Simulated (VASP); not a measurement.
Here is a VASP 6.6.1 calculation.

File INCAR:

```
PREC = Accurate
ENCUT = 500
EDIFF = 1E-6
ISMEAR = 1
SIGMA = 0.1
LREAL = False
LASPH = True
NELM = 120
ALGO = Normal
ISIF = 2
LWAVE = False
LCHARG = False
NBANDS = 12
GGA_COMPAT = False
```

File KPOINTS:

```
regular mesh
0
Gamma
  9 9 9
```

Contents of POSCAR:

```
Ti
1.0
    2.7088646580      0.0000000000      0.0000000000
    1.3544323290      2.3459456093      0.0000000000
    1.3544323290      0.7819818698      2.2117787315
Ti
1
Direct
    0.0000000000      0.0000000000      0.0000000000
```

Potentials or basis: VASP PAW LDA potentials, release 64 (Ti_sv).

The run is started by

```bash
$ cat potpaw_LDA.64/Ti_sv/POTCAR > POTCAR
$ mpirun -np 1 vasp_std > vasp.out
```

(1) Estimate the pressure.

(2) Predict the band gap on the k mesh.

Answers

(1) 19.7 GPa.

(2) zero (band 6 reaches 11.37 eV, above the bottom of band 7 at 9.80 eV).
